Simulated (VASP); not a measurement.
# Sr2CrO3F (P4/nmm) in VASP: single point with PBE+U

Aim: the single point of Sr2CrO3F with PBE+U.

Everything below comes from runs of VASP 6.6.1. Logs are shortened: lines on timing, memory, paths and dates and some standing lists are left out, and cuts for length are marked.

## (1) The cell of the first run

The structure is tetragonal, space group P4/nmm (No. 129). Conventional cell: a = 3.832 Å, b = 3.832 Å, c = 13.057 Å, α = 90.00°, β = 90.00°, γ = 90.00°. Within 3.3 Å of Sr (site symmetry 4mm) lie 5 F at 2.47 to 2.80 Å and 4 O at 2.51 Å. Within 3.2 Å of Sr (site symmetry 4mm) lie 9 O at 2.43 to 2.73 Å and 4 Cr at 3.15 Å. Within 2.5 Å of Cr (site symmetry 4mm) lie 5 O at 1.91 to 1.95 Å. F (site symmetry 4mm) has 5 Sr at 2.47 to 2.80 Å and 1 Cr at 2.67 Å and 4 O at 3.02 Å and 4 F at 3.23 Å within 3.3 Å. Within 2.6 Å of O (site symmetry 2mm) lie 2 Cr at 1.95 Å and 2 Sr at 2.51 Å. O (site symmetry 4mm) has 1 Cr at 1.91 Å and 1 Sr at 2.43 Å within 2.5 Å.

## (2) Single point, PBE+U, collinear spin, antiferromagnetic start

INCAR

```
SYSTEM = Sr2CrO3F
PREC = Accurate
ENCUT = 520
EDIFF = 1E-6
ISMEAR = -1
SIGMA = 0.1
LREAL = .FALSE.
LASPH = .TRUE.
NELM = 150
ALGO = Normal
ISIF = 2
LWAVE = .FALSE.
LCHARG = .FALSE.
ISPIN = 2
MAGMOM = 0 0 0 0 3 -3 0 0 0 0 0 0 0 0
LORBIT = 11
LMAXMIX = 4
LDAU = .TRUE.
LDAUTYPE = 2
LDAUL = -1 2 -1 -1
LDAUU = 0 6.22 0 0
LDAUJ = 0 0 0 0
LDAUPRINT = 1
GGA = PE
NBANDS = 74
KPAR = 4
```

KPOINTS

```
regular mesh
0
G
  6 6 2
  0 0 0
```

POSCAR

```
Sr2CrO3F
1.0
    3.8317780000      0.0000000000      0.0000000000
    0.0000000000      3.8317780000      0.0000000000
    0.0000000000      0.0000000000     13.0566420000
Sr Cr F O
4 2 2 6
Direct
    0.2500000000      0.2500000000      0.1219000000
    0.7500000000      0.7500000000      0.8781000000
    0.2500000000      0.2500000000      0.3949800000
    0.7500000000      0.7500000000      0.6050200000
    0.7500000000      0.7500000000      0.2721600000
    0.2500000000      0.2500000000      0.7278400000
    0.7500000000      0.7500000000      0.0674000000
    0.2500000000      0.2500000000      0.9326000000
    0.2500000000      0.7500000000      0.2461000000
    0.7500000000      0.2500000000      0.2461000000
    0.7500000000      0.2500000000      0.7539000000
    0.2500000000      0.7500000000      0.7539000000
    0.7500000000      0.7500000000      0.4188000000
    0.2500000000      0.2500000000      0.5812000000
```

Potentials or basis: VASP PAW PBE potentials, release 64 (Sr_sv, Cr_pv, F, O).

Started as:

```console
cat potpaw_PBE.64/Sr_sv/POTCAR potpaw_PBE.64/Cr_pv/POTCAR potpaw_PBE.64/F/POTCAR potpaw_PBE.64/O/POTCAR > POTCAR
mpirun -np 4 vasp_std > vasp.out
```

OUTCAR:

```text
SYSTEM = Sr2CrO3F
   PREC = Accurate
   ENCUT = 520
   EDIFF = 1E-6
   ISMEAR = -1
   LREAL = .FALSE.
   LASPH = .TRUE.
   NELM = 150
   ISIF = 2
   ISPIN = 2
   LORBIT = 11
   GGA = PE

 ion  position               nearest neighbor table
   1  0.250  0.250  0.122-   8 2.47   9 2.51  10 2.51   9 2.51  10 2.51   7 2.80   7 2.80   7 2.80
                             7 2.80   5 3.35   5 3.35   5 3.35   5 3.35   3 3.57   2 4.18   2 4.18
   2  0.750  0.750  0.878-   7 2.47  11 2.51  12 2.51  11 2.51  12 2.51   8 2.80   8 2.80   8 2.80
                             8 2.80   6 3.35   6 3.35   6 3.35   6 3.35   4 3.57   1 4.18   1 4.18
   3  0.250  0.250  0.395-  14 2.43  13 2.73  13 2.73  13 2.73  13 2.73   9 2.73  10 2.73  10 2.73
                             9 2.73   5 3.15   5 3.15   5 3.15   5 3.15   1 3.57   4 3.86   4 3.86
   4  0.750  0.750  0.605-  13 2.43  14 2.73  14 2.73  14 2.73  14 2.73  11 2.73  12 2.73  12 2.73
                            11 2.73   6 3.15   6 3.15   6 3.15   6 3.15   2 3.57   3 3.86   3 3.86
   5  0.750  0.750  0.272-  13 1.91  10 1.95   9 1.95  10 1.95   9 1.95   3 3.15   3 3.15   3 3.15
                             3 3.15   1 3.35   1 3.35   1 3.35   1 3.35
   6  0.250  0.250  0.728-  14 1.91  12 1.95  11 1.95  12 1.95  11 1.95   4 3.15   4 3.15   4 3.15
                             4 3.15   2 3.35   2 3.35   2 3.35   2 3.35
   7  0.750  0.750  0.067-   2 2.47   1 2.80   1 2.80   1 2.80   1 2.80
   8  0.250  0.250  0.933-   1 2.47   2 2.80   2 2.80   2 2.80   2 2.80
   9  0.250  0.750  0.246-   5 1.95   5 1.95   1 2.51   1 2.51   3 2.73   3 2.73
  10  0.750  0.250  0.246-   5 1.95   5 1.95   1 2.51   1 2.51   3 2.73   3 2.73
  11  0.750  0.250  0.754-   6 1.95   6 1.95   2 2.51   2 2.51   4 2.73   4 2.73
  12  0.250  0.750  0.754-   6 1.95   6 1.95   2 2.51   2 2.51   4 2.73   4 2.73
  13  0.750  0.750  0.419-   5 1.91   4 2.43   3 2.73   3 2.73   3 2.73   3 2.73
  14  0.250  0.250  0.581-   6 1.91   3 2.43   4 2.73   4 2.73   4 2.73   4 2.73

  LATTYP: Found a simple tetragonal cell.
 ALAT       =     3.8317780000
 C/A-ratio  =     3.4074630628

  Lattice vectors:

 A1 = (   3.8317780000,   0.0000000000,   0.0000000000)
 A2 = (   0.0000000000,   3.8317780000,   0.0000000000)
 A3 = (   0.0000000000,   0.0000000000,  13.0566420000)

Analysis of symmetry for initial positions (statically):
=====================================================================
 Subroutine PRICEL returns:
 Original cell was already a primitive cell.

 Routine SETGRP: Setting up the symmetry group for a
 simple tetragonal supercell.

 Subroutine GETGRP returns: Found 16 space group operations
 (whereof  4 operations were pure point group operations)
 out of a pool of 16 trial point group operations.

The static configuration has the point symmetry C_2h.
 The point group associated with its full space group is D_4h.

Analysis of symmetry for dynamics (positions and initial velocities):
=====================================================================
 Subroutine PRICEL returns:
 Original cell was already a primitive cell.

 Routine SETGRP: Setting up the symmetry group for a
 simple tetragonal supercell.

 Subroutine GETGRP returns: Found 16 space group operations
 (whereof  4 operations were pure point group operations)
 out of a pool of 16 trial point group operations.

The dynamic configuration has the point symmetry C_2h.
 The point group associated with its full space group is D_4h.

Analysis of structural, dynamic, and magnetic symmetry:
=====================================================================
 Subroutine PRICEL returns:
 Original cell was already a primitive cell.

 Routine SETGRP: Setting up the symmetry group for a
 simple tetragonal supercell.

 Subroutine GETGRP returns: Found 16 space group operations
 (whereof  4 operations were pure point group operations)
 out of a pool of 16 trial point group operations.

The overall configuration has the point symmetry C_2h.
 The point group associated with its full space group is D_4h.
[... 217 lines left out ...]
  o =  0.0645  v =  0.0000  0.0068  0.0000 -1.0000  0.0000  0.0000  0.0000  0.0000  0.0000  0.0000      0.0000  0.0000  0.0000  0.0000  0.0000  0.0000  0.0000  0.0000  0.0000  0.0000
  o =  0.0645  v =  0.0000  1.0000 -0.0000  0.0068 -0.0000  0.0000  0.0000  0.0000  0.0000  0.0000      0.0000  0.0000  0.0000  0.0000  0.0000  0.0000  0.0000  0.0000  0.0000  0.0000
  o =  0.1742  v =  0.0000  0.0000  1.0000  0.0000  0.0000  0.0000  0.0000  0.0000  0.0000  0.0000      0.0000  0.0000  0.0000  0.0000  0.0000  0.0000  0.0000  0.0000  0.0000  0.0000
  o =  0.2210  v =  0.0000  0.0000 -0.0000  0.0000  1.0000  0.0000  0.0000  0.0000  0.0000  0.0000      0.0000  0.0000  0.0000  0.0000  0.0000  0.0000  0.0000  0.0000  0.0000  0.0000
  o =  0.2812  v =  0.0000  0.0000  0.0000  0.0000  0.0000  0.0000  0.0000 -1.0000 -0.0000  0.0000      0.0000  0.0000  0.0000  0.0000  0.0000  0.0000  0.0000  0.0000  0.0000  0.0000
  o =  0.3103  v =  0.0000  0.0000  0.0000  0.0000  0.0000  0.0000 -0.0000 -0.0000 -0.0000 -1.0000      0.0000  0.0000  0.0000  0.0000  0.0000  0.0000  0.0000  0.0000  0.0000  0.0000
  o =  0.9627  v =  0.0000  0.0000  0.0000  0.0000  0.0000  0.0000  0.9484  0.0000 -0.3172  0.0000      0.0000  0.0000  0.0000  0.0000  0.0000  0.0000  0.0000  0.0000  0.0000  0.0000
  o =  0.9627  v =  0.0000  0.0000  0.0000  0.0000  0.0000  0.0000  0.3172  0.0000  0.9484  0.0000      0.0000  0.0000  0.0000  0.0000  0.0000  0.0000  0.0000  0.0000  0.0000  0.0000
  o =  0.9697  v =  0.0000  0.0000  0.0000  0.0000  0.0000  1.0000  0.0000  0.0000  0.0000  0.0000      0.0000  0.0000  0.0000  0.0000  0.0000  0.0000  0.0000  0.0000  0.0000  0.0000

 number of electron     113.9999960 magnetization      -0.0000000

 Free energy of the ion-electron system (eV)
  ---------------------------------------------------
  ext. energy  EPLUGINS =         0.00000000
  ---------------------------------------------------
  free energy    TOTEN  =       -90.19345366 eV

  energy without entropy =      -90.19345278  energy(sigma->0) =      -90.19345322

 E-fermi :   4.6950     XC(G=0): -10.5493

 val. band max:        3.2866294401   @ k =   0.0000   0.0000   0.0000
 cond. band min:       5.9509632963   @ k =   0.5000   0.5000   0.5000
 fundamental gap:      2.6643338562
 Fermi energy:         4.6950027479

 spin component 1

 k-point     1 :       0.0000    0.0000    0.0000
  band No.  band energies     occupation
      1     -40.3778      1.00000
      2     -40.2425      1.00000
      3     -40.2423      1.00000
      4     -37.3714      1.00000
      5     -37.2427      1.00000
      6     -37.2427      1.00000
[... 1429 lines left out ...]
     68       9.9166      0.00000
     69       9.9939      0.00000
 Fermi energy:         4.6950027479

 spin component 2

 k-point     1 :       0.0000    0.0000    0.0000
  band No.  band energies     occupation
      1     -40.3778      1.00000
      2     -40.2425      1.00000
      3     -40.2423      1.00000
      4     -37.3714      1.00000
      5     -37.2427      1.00000
      6     -37.2427      1.00000
[... 1429 lines left out ...]
     68       9.9166      0.00000
     69       9.9939      0.00000
 [bands above 69 left out]

------------------------ aborting loop because EDIFF is reached ----------------------------------------

  FORCE on cell =-STRESS in cart. coord.  units (eV):
  Direction    XX          YY          ZZ          XY          YZ          ZX
  --------------------------------------------------------------------------------------
  -------------------------------------------------------------------------------------
  Total       10.5931011     10.5931011      6.0445585     -0.0000000     -0.0000000      0.0000000
  in kB       88.5322546     88.5322546     50.5176328     -0.0000000     -0.0000000      0.0000000
  external PRESSURE =      75.8607140 kB  Pullay stress =       0.0000000 kB

 VOLUME and BASIS-vectors are now :
 -----------------------------------------------------------------------------
  energy-cutoff  :      520.00
  volume of cell :      191.70
      direct lattice vectors                 reciprocal lattice vectors
     3.831778000  0.000000000  0.000000000     0.260975453  0.000000000  0.000000000
     0.000000000  3.831778000  0.000000000     0.000000000  0.260975453  0.000000000
     0.000000000  0.000000000 13.056642000     0.000000000  0.000000000  0.076589371

 POSITION                                       TOTAL-FORCE (eV/Angst)
 -----------------------------------------------------------------------------------
      0.95794      0.95794      1.59160        -0.000000     -0.000000      0.203598
      2.87383      2.87383     11.46504         0.000000     -0.000000     -0.203598
      0.95794      0.95794      5.15711         0.000000     -0.000000      0.377544
      2.87383      2.87383      7.89953        -0.000000      0.000000     -0.377544
      2.87383      2.87383      3.55350        -0.000000     -0.000000     -0.747672
      0.95794      0.95794      9.50315        -0.000000     -0.000000      0.747672
      2.87383      2.87383      0.88002         0.000000      0.000000      0.153019
      0.95794      0.95794     12.17662         0.000000     -0.000000     -0.153019
      0.95794      2.87383      3.21324         0.000000      0.000000     -0.056999
      2.87383      0.95794      3.21324        -0.000000      0.000000     -0.056999
      2.87383      0.95794      9.84340        -0.000000      0.000000      0.056999
      0.95794      2.87383      9.84340        -0.000000     -0.000000      0.056999
      2.87383      2.87383      5.46812         0.000000     -0.000000      0.225295
      0.95794      0.95794      7.58852        -0.000000     -0.000000     -0.225295
 -----------------------------------------------------------------------------------
    total drift:                                0.000000     -0.000000      0.000000

  FREE ENERGIE OF THE ION-ELECTRON SYSTEM (eV)
  ---------------------------------------------------
  free  energy   TOTEN  =       -90.1934536567 eV

  energy  without entropy=      -90.1934527812  energy(sigma->0) =      -90.19345322

 total charge

# of ion       s       p       d       tot
------------------------------------------
    1        2.007   5.801   0.241   8.048
    2        2.007   5.801   0.241   8.048
    3        2.006   5.804   0.237   8.047
    4        2.006   5.804   0.237   8.047
    5        0.329   6.376   4.035  10.740
    6        0.329   6.376   4.035  10.740
    7        1.733   4.353   0.000   6.085
    8        1.733   4.353   0.000   6.085
    9        1.554   3.529   0.000   5.084
   10        1.554   3.529   0.000   5.084
   11        1.554   3.529   0.000   5.084
   12        1.554   3.529   0.000   5.084
   13        1.555   3.452   0.000   5.007
   14        1.555   3.452   0.000   5.007
--------------------------------------------------
tot         21.475  65.687   9.026  96.188

 magnetization (x)

# of ion       s       p       d       tot
------------------------------------------
    1        0.001   0.001   0.003   0.004
    2       -0.001  -0.001  -0.003  -0.004
    3        0.000   0.001   0.003   0.004
    4       -0.000  -0.001  -0.003  -0.004
    5        0.021   0.026   2.898   2.945
    6       -0.021  -0.026  -2.898  -2.945
    7        0.000  -0.002   0.000  -0.002
    8       -0.000   0.002   0.000   0.002
    9       -0.002  -0.009   0.000  -0.010
   10       -0.002  -0.009   0.000  -0.010
   11        0.002   0.009   0.000   0.010
   12        0.002   0.009   0.000   0.010
   13       -0.001  -0.013   0.000  -0.014
   14        0.001   0.013   0.000   0.014
--------------------------------------------------
tot          0.000   0.000   0.000   0.000
```

Run time: 37 min. Hardware: 4 MPI ranks of AMD EPYC 7R13 (Zen 3), shared host; peak memory 0.59 GiB.

Results:

| Item | Value |
| --- | --- |
| Free energy | -90.1935 eV |
| Pressure | 7.6 GPa |
| Largest force | 0.748 eV/Å |
| Band gap on the k mesh | 2.66 eV, indirect (least direct gap 2.76 eV) |
| Net moment | 0.00 μB per cell |
| Site moments | Sr +0.00, -0.00; Cr +2.94, -2.94; F -0.00, +0.00; O -0.01, +0.01 μB |
| Valence electrons inside the program's atomic spheres | Sr 8.05; Cr 10.74; F 6.08; O 5.08, 5.01 |

Forces in eV/Å, atoms in the order of the input:
```
Sr   0.000  0.000  0.204
Sr   0.000  0.000 -0.204
Sr   0.000  0.000  0.378
Sr   0.000  0.000 -0.378
Cr   0.000  0.000 -0.748
Cr   0.000  0.000  0.748
F    0.000  0.000  0.153
F    0.000  0.000 -0.153
O    0.000  0.000 -0.057
O    0.000  0.000 -0.057
O    0.000  0.000  0.057
O    0.000  0.000  0.057
O    0.000  0.000  0.225
O    0.000  0.000 -0.225
```

Levels at points of the mesh, in eV from the valence-band top:
Spin up:
```
           k point  band 53  band 54  band 55  band 56  band 57  band 58  band 59  band 60  band 61  band 62
(0.00, 0.00, 0.00)    -0.96    -0.81    -0.81     0.00     0.00     3.22     3.44     3.76     4.10     4.62
(0.50, 0.00, 0.00)    -1.40    -1.29    -0.71    -0.35    -0.30     3.39     4.10     5.13     5.44     5.47
(0.50, 0.50, 0.00)    -0.45    -0.44    -0.44    -0.16    -0.10     2.67     4.08     5.40     5.40     6.05
(0.00, 0.00, 0.50)    -0.96    -0.81    -0.81     0.00     0.00     3.22     3.55     3.77     4.26     4.48
(0.50, 0.00, 0.50)    -1.40    -1.29    -0.71    -0.35    -0.30     3.40     4.10     5.17     5.42     5.47
(0.50, 0.50, 0.50)    -0.45    -0.43    -0.43    -0.16    -0.10     2.66     4.08     5.47     5.47     5.98
```
Spin down:
```csv
k point,band 55,band 56,band 57,band 58,band 59,band 60
"(0.00, 0.00, 0.00)",-0.81,0.00,0.00,3.22,3.44,3.76
"(0.50, 0.00, 0.00)",-0.71,-0.35,-0.30,3.39,4.10,5.13
"(0.50, 0.50, 0.00)",-0.44,-0.16,-0.10,2.67,4.08,5.40
"(0.00, 0.00, 0.50)",-0.81,0.00,0.00,3.22,3.55,3.77
"(0.50, 0.00, 0.50)",-0.71,-0.35,-0.30,3.40,4.10,5.17
"(0.50, 0.50, 0.50)",-0.43,-0.16,-0.10,2.66,4.08,5.47
```

Eigenvalues of the final occupation matrices:
```csv
site,spin,trace,eigenvalues
site 5 d,1,3.49,0.28 0.31 0.96 0.96 0.97
site 5 d,2,0.58,0.06 0.06 0.06 0.17 0.22
site 6 d,1,0.58,0.06 0.06 0.06 0.17 0.22
site 6 d,2,3.49,0.28 0.31 0.96 0.96 0.97
```
